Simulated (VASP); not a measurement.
# As (P-1) in VASP: a series of runs

The runs below take As through single point, with LDA, PBE.

Program: VASP 6.6.1. These are calculated values, not measurements. Logs are shortened: lines on timing, memory, paths and dates and some standing lists are left out, and cuts for length are marked.

## 1. The cell of the first run

The typed cell holds 1 atom: a = 2.710 Å, b = 2.730 Å, c = 2.672 Å, α = 88.59°, β = 90.51°, γ = 90.74°.

## 2. Single point, LDA

INCAR

```
SYSTEM = As
  PREC = Accurate
  ENCUT = 520
  EDIFF = 1E-6
  ISMEAR = 0
  SIGMA = 0.05
  LREAL = .False.
  LASPH = .True.
  NELM = 100
  ALGO = Normal
  ISIF = 2
  LWAVE = .False.
  LCHARG = .False.
  GGA = CA
  NBANDS = 8
```

KPOINTS

```
Automatic mesh
0
Gamma
  13 13 14
  0 0 0
```

POSCAR

```
As
1.0
    2.7100410000     -0.0173790000     -0.0118580000
   -0.0173790000      2.7297000000      0.0332640000
   -0.0118580000      0.0332640000      2.6721930000
As
1
Direct
    0.4843510000      0.5055250000      0.4963750000
```

Potentials or basis: VASP PAW LDA potentials, release 64 (As).

The run is started by

```
$ cat potpaw_LDA.64/As/POTCAR > POTCAR
$ mpirun -np 1 vasp_std > vasp.out
```

OUTCAR:

```text
SYSTEM = As
   PREC = Accurate
   ENCUT = 520
   EDIFF = 1E-6
   ISMEAR = 0
   LREAL = .False.
   LASPH = .True.
   NELM = 100
   ISIF = 2
   GGA = CA

 ion  position               nearest neighbor table
   1  0.484  0.506  0.496-

  LATTYP: Found a triclinic cell.
 ALAT       =     2.7299579875
 B/A-ratio  =     1.3820344370
 C/A-ratio  =     0.9927342026
 COS(alpha) =     0.0029859213
 COS(beta)  =     0.0128311730
 COS(gamma) =     0.7061052128

  Lattice vectors:

 A1 = (  -0.0173790000,   2.7297000000,   0.0332640000)
 A2 = (  -0.0055210000,   2.6964360000,  -2.6389290000)
 A3 = (  -2.7100410000,   0.0173790000,   0.0118580000)

Analysis of symmetry for initial positions (statically):
=====================================================================
 Subroutine PRICEL returns:
 Original cell was already a primitive cell.

 Routine SETGRP: Setting up the symmetry group for a
 triclinic supercell.

 Subroutine GETGRP returns: Found  2 space group operations
 (whereof  1 operations were pure point group operations)
 out of a pool of  2 trial point group operations.

The static configuration has the point symmetry C_1 .
 The point group associated with its full space group is S_2 .

Analysis of symmetry for dynamics (positions and initial velocities):
=====================================================================
 Subroutine PRICEL returns:
 Original cell was already a primitive cell.

 Routine SETGRP: Setting up the symmetry group for a
 triclinic supercell.

 Subroutine GETGRP returns: Found  2 space group operations
 (whereof  1 operations were pure point group operations)
 out of a pool of  2 trial point group operations.

The dynamic configuration has the point symmetry C_1 .
 The point group associated with its full space group is S_2 .

 Subroutine INISYM returns: Found  2 space group operations
 (whereof  1 operations are pure point group operations),
 and found     1 'primitive' translations

----------------------------------------------------------------------------------------

                                     Primitive cell

  volume of cell :      19.7636

  direct lattice vectors                    reciprocal lattice vectors
     2.710041000 -0.017379000 -0.011858000     0.369020086  0.002329814  0.001608544
    -0.017379000  2.729700000  0.033264000     0.002329814  0.366410913 -0.004550819
    -0.011858000  0.033264000  2.672193000     0.001608544 -0.004550819  0.374288254

  length of vectors
     2.710122666  2.729957987  2.672426339     0.369030947  0.366446579  0.374319375

  position of ions in fractional coordinates (direct lattice)
     0.484351000  0.505525000  0.496375000

  ion indices of the primitive-cell ions
   primitive index   ion index
                 1           1

----------------------------------------------------------------------------------------

 KPOINTS: Automatic mesh

Automatic generation of k-mesh.
 Grid dimensions read from file:
 generate k-points for:   13   13   14

 Generating k-lattice:

  Cartesian coordinates                     Fractional coordinates (reciprocal lattice)
     0.028386160  0.000179216  0.000123734     0.076923077  0.000000000  0.000000000
     0.000179216  0.028185455 -0.000350063     0.000000000  0.076923077 -0.000000000
     0.000114896 -0.000325058  0.026734875     0.000000000 -0.000000000  0.071428571

  Length of vectors
     0.028386996  0.028188198  0.026737098

  Shift w.r.t. Gamma in fractional coordinates (k-lattice)
     0.000000000  0.000000000  0.000000000

 Subroutine IBZKPT returns following result:
 ===========================================

 Found   1184 irreducible k-points:

 Following reciprocal coordinates:
            Coordinates               Weight
  0.000000  0.000000  0.000000      1.000000
  0.076923  0.000000  0.000000      2.000000
  0.153846  0.000000 -0.000000      2.000000
  0.230769  0.000000  0.000000      2.000000
  0.307692  0.000000 -0.000000      2.000000
  0.384615  0.000000  0.000000      2.000000
[... 16 lines left out ...]
  0.153846  0.153846  0.000000      2.000000
  0.230769  0.153846  0.000000      2.000000
 [... further k-points ...]
   k-points           NKPTS =   1184   k-points in BZ     NKDIM =   1184   number of bands    NBANDS=      8
   number of dos      NEDOS =    301   number of ions     NIONS =      1
   total plane-waves  NPLWV =   8000
   dimension x,y,z NGX =    20 NGY =   20 NGZ =   20
   dimension x,y,z NGXF=    40 NGYF=   40 NGZF=   40
   ions per type =               1
   NGX,Y,Z   is equivalent  to a cutoff of  12.27, 12.18, 12.44 a.u.
   NGXF,Y,Z  is equivalent  to a cutoff of  24.54, 24.36, 24.88 a.u.
 SYSTEM =  As
   PREC   = accura    normal or accurate (medium, high low for compatibility)
   ISTART =      0    job   : 0-new  1-cont  2-samecut
   ICHARG =      2    charge: 1-file 2-atom 10-const
   ISPIN  =      1    spin polarized calculation?
   LNONCOLLINEAR =      F non collinear calculations
   LSORBIT =      F    spin-orbit coupling
   LASPH  =      T    aspherical Exc in radial PAW
   ENCUT  =  520.0 eV  38.22 Ry    6.18 a.u.   5.04  5.08  4.97*2*pi/ulx,y,z
   NELM   =    100;   NELMIN=  2; NELMDL= -5     # of ELM steps
   EDIFF  = 0.1E-05   stopping-criterion for ELM
   LREAL  =      F    real-space projection
[... 7 lines left out ...]
   TEBEG  =    0.0;   TEEND  =   0.0 temperature during run
   PSTRESS=    0.0 pullay stress
   NELECT =       5.0000    total number of electrons
   NUPDOWN=      -1.0000    fix difference up-down
   EMIN   =  10.00;   EMAX   =-10.00  energy-range for DOS
   EFERMI =   0.00;   METHOD = LEGACY
   ISMEAR =     0;   SIGMA  =   0.05  broadening in eV -4-tet -1-fermi 0-gaus
   EFERMI_NEDOS =   21; number of points for ismear=-14 and -15
   IALGO  =     38    algorithm
   IMIX   =      4    mixing-type and parameters
     AMIX     =   0.40;   BMIX     =  1.00
     AMIX_MAG =   1.60;   BMIX_MAG =  1.00
  volume/ion in A,a.u.               =      19.76       133.37
  Fermi-wavevector in a.u.,A,eV,Ry     =   1.035403  1.956627 14.586240  1.072058
  Thomas-Fermi vector in A             =   2.169744
   LORBIT       =      0    0 simple, 1 ext, 2 COOP (PROOUT), +10 PAW based schemes
   GGA     = CA    functional components
   LHFCALC =     F    Hartree Fock is set to
   AEXX    =    0.0000 exact exchange contribution
   IVDW    =     0    specifies the selected vdW correction
   LEPSILON=     F    determine dielectric tensor
   LRPA    =     F    only Hartree local field effects (RPA)
 non-spin polarized calculation
 Gauss-broadening in eV      SIGMA  =   0.05
  energy-cutoff  :      520.00
  volume of cell :       19.76
 maximum number of plane-waves:       543
   NGX = 11   NGY = 11   NGZ =  9

 number of electron       5.0000000 magnetization

 Free energy of the ion-electron system (eV)
  ---------------------------------------------------
  ext. energy  EPLUGINS =         0.00000000
  ---------------------------------------------------
  free energy    TOTEN  =        -5.32187429 eV

  energy without entropy =       -5.32144466  energy(sigma->0) =       -5.32165947

 E-fermi :   5.9576     XC(G=0): -10.5903

 val. band max:        5.9565997991   @ k =   0.3077   0.3077   0.3571
 cond. band min:       5.9601274851   @ k =   0.2308  -0.1538   0.2143
 fundamental gap:      0.0035276861
 Fermi energy:         5.9575982074

 k-point     1 :       0.0000    0.0000    0.0000
  band No.  band energies     occupation
      1      -9.0455      2.00000
      2       9.7114      0.00000
      3       9.9645      0.00000
      4      10.4686      0.00000
      5      14.3680      0.00000
      6      14.6311      0.00000
      7      16.4295      0.00000
      8      30.4751      0.00000

 k-point     2 :       0.0769    0.0000    0.0000
  band No.  band energies     occupation
      1      -8.9374      2.00000
      2       8.6235      0.00000
      3       9.8115      0.00000
      4      10.5615      0.00000
      5      14.5583      0.00000
      6      15.5159      0.00000
      7      17.0751      0.00000
      8      28.7819      0.00000

 k-point     3 :       0.1538    0.0000   -0.0000
  band No.  band energies     occupation
      1      -8.6168      2.00000
      2       6.3176      0.00000
      3      10.0863      0.00000
      4      10.8365      0.00000
      5      14.8569      0.00000
      6      16.2353      0.00000
      7      19.4751      0.00000
      8      26.5024      0.00000

 k-point     4 :       0.2308    0.0000    0.0000
  band No.  band energies     occupation
      1      -8.0963      2.00000
      2       4.0213      2.00000
      3      10.5158      0.00000
      4      11.2656      0.00000
      5      15.3280      0.00000
      6      16.8366      0.00000
      7      22.2708      0.00000
      8      24.4137      0.00000

 k-point     5 :       0.3077    0.0000   -0.0000
  band No.  band energies     occupation
      1      -7.4090      2.00000
      2       1.9492      2.00000
      3      11.0435      0.00000
      4      11.7923      0.00000
      5      15.9416      0.00000
      6      17.5953      0.00000
      7      22.5784      0.00000
      8      23.3054      0.00000
[... 177 lines left out ...]
 k-point    22 :       0.0769    0.1538    0.0000
  band No.  band energies     occupation
      1      -8.5144      2.00000
      2       6.2351      0.00000
      3       8.9645      0.00000
      4      10.9136      0.00000
      5      15.7549      0.00000
      6      17.1675      0.00000
      7      19.2803      0.00000
      8      25.3608      0.00000

 k-point    23 :       0.1538    0.1538    0.0000
  band No.  band energies     occupation
      1      -8.1894      2.00000
      2       6.3984      0.00000
      3       6.7800      0.00000
      4      11.1917      0.00000
      5      16.2500      0.00000
      6      19.3666      0.00000
      7      19.6630      0.00000
      8      23.4048      0.00000

 k-point    24 :       0.2308    0.1538    0.0000
  band No.  band energies     occupation
      1      -7.6649      2.00000
      2       4.3594      2.00000
      3       6.9854      0.00000
      4      11.6220      0.00000
      5      16.7450      0.00000
      6      19.0987      0.00000
      7      21.0864      0.00000
      8      23.5485      0.00000

 [... further k-points ...]

------------------------ aborting loop because EDIFF is reached ----------------------------------------

  FORCE on cell =-STRESS in cart. coord.  units (eV):
  Direction    XX          YY          ZZ          XY          YZ          ZX
  --------------------------------------------------------------------------------------
  -------------------------------------------------------------------------------------
  Total       -0.4357546     -0.6381619      0.1718423      0.0647846     -0.0800611      0.0388617
  in kB      -35.3252902    -51.7338262     13.9307238      5.2518877     -6.4903045      3.1503973
  external PRESSURE =     -24.3761309 kB  Pullay stress =       0.0000000 kB

 VOLUME and BASIS-vectors are now :
 -----------------------------------------------------------------------------
  energy-cutoff  :      520.00
  volume of cell :       19.76
      direct lattice vectors                 reciprocal lattice vectors
     2.710041000 -0.017379000 -0.011858000     0.369020086  0.002329814  0.001608544
    -0.017379000  2.729700000  0.033264000     0.002329814  0.366410913 -0.004550819
    -0.011858000  0.033264000  2.672193000     0.001608544 -0.004550819  0.374288254

 POSITION                                       TOTAL-FORCE (eV/Angst)
 -----------------------------------------------------------------------------------
      1.29794      1.38803      1.33748         0.000000      0.000000      0.000000
 -----------------------------------------------------------------------------------
    total drift:                                0.000003      0.000003     -0.000002

  FREE ENERGIE OF THE ION-ELECTRON SYSTEM (eV)
  ---------------------------------------------------
  free  energy   TOTEN  =        -5.3218742913 eV

  energy  without entropy=       -5.3214446564  energy(sigma->0) =       -5.32165947
```

Wall time 69 s (1 thread of Intel Xeon 8259CL, shared host); peak memory 0.27 GiB.

Results:

```yaml
Free_energy: -5.3219 eV
Pressure: -2.4 GPa
Band_gap_on_the_k_mesh: zero (an odd number of electrons rules out a gap without spin polarisation)
```

Caveat: the stress differs along the axes, from -5 to 1 GPa.

## 3. Single point, PBE

INCAR

```
PREC = Accurate
ENCUT = 520
EDIFF = 1E-6
ISMEAR = 1
SIGMA = 0.05
LREAL = F
LASPH = T
NELM = 80
ALGO = Normal
ISIF = 2
LWAVE = F
LCHARG = F
GGA = PE
NBANDS = 8
```

KPOINTS

```
Automatic mesh
0
Gamma
  13 13 14
```

POSCAR is that of step 2.

Potentials or basis: VASP PAW PBE potentials, release 64 (As).

The run is started by

```
$ cat potpaw_PBE.64/As/POTCAR > POTCAR
$ mpirun -np 1 vasp_std > vasp.out
```

Wall time 81 s (1 thread of Intel Xeon 8259CL, shared host); peak memory 0.28 GiB.

It converged, with:

| Quantity | Value |
| --- | --- |
| Free energy | -4.5585 eV |
| Pressure | 2.8 GPa |
| Band gap on the k mesh | zero (an odd number of electrons rules out a gap without spin polarisation) |

Stress tensor (GPa, compression positive):
```
 1.64  0.56  0.31
 0.56 -0.07 -0.60
 0.31 -0.60  6.86
```

Levels at points of the mesh, in eV from the Fermi level:
```
           k point  band 1  band 2  band 3  band 4  band 5  band 6  band 7
(0.00, 0.00, 0.00)  -15.02    3.78    4.04    4.55    8.30    8.57   10.58
(0.00, 0.00, 0.50)  -11.69   -7.00    6.20    6.48   11.12   13.91   14.20
```

Caveat: the stress differs along the axes, from -0 to 7 GPa.

## 4. Single point, LDA

INCAR

```
SYSTEM = As
PREC = Accurate
ENCUT = 520
EDIFF = 1E-6
ISMEAR = 0
SIGMA = 0.05
LREAL = .False.
LASPH = .True.
NELM = 100
ALGO = Normal
ISIF = 2
LWAVE = .False.
LCHARG = .False.
NBANDS = 8
```

KPOINTS

```
regular mesh
0
Gamma
  16 16 16
  0 0 0
```

POSCAR is that of step 3.

Potentials or basis: VASP PAW LDA potentials, release 64 (As).

The run is started by

```
$ cat potpaw_LDA.64/As/POTCAR > POTCAR
$ mpirun -np 1 vasp_std > vasp.out
```

It took 2 min on 1 thread of Intel Xeon 8259CL, shared host; peak memory 0.39 GiB.

Results (log left out):

| Property | Result |
| --- | --- |
| Free energy | -5.3118 eV |
| Pressure | -2.7 GPa |
| Band gap on the k mesh | zero (an odd number of electrons rules out a gap without spin polarisation) |

Stress tensor (GPa, compression positive):
```
-2.95  0.52  0.35
 0.52 -4.50 -1.03
 0.35 -1.03 -0.54
```

Levels at points of the mesh, in eV from the Fermi level:
```csv
k point,band 1,band 2,band 3,band 4,band 5,band 6,band 7
"(0.00, 0.00, 0.00)",-15.00,3.76,4.01,4.51,8.42,8.68,10.48
"(0.50, 0.00, 0.00)",-11.91,-6.93,6.00,6.74,11.23,14.02,14.39
"(0.00, 0.50, 0.00)",-12.01,-6.91,6.16,6.63,11.22,14.18,14.48
"(0.50, 0.50, 0.00)",-8.82,-4.41,-4.19,2.46,8.73,16.47,17.77
"(0.00, 0.00, 0.50)",-11.68,-6.97,6.15,6.42,11.26,13.83,14.23
"(0.50, 0.00, 0.50)",-8.45,-4.36,-4.09,2.52,8.26,16.14,17.31
"(0.00, 0.50, 0.50)",-8.58,-4.50,-4.00,2.51,8.43,16.37,17.26
"(0.50, 0.50, 0.50)",-5.05,-2.13,-1.78,-1.57,5.70,6.01,6.22
```

[end of part 1 of 2]
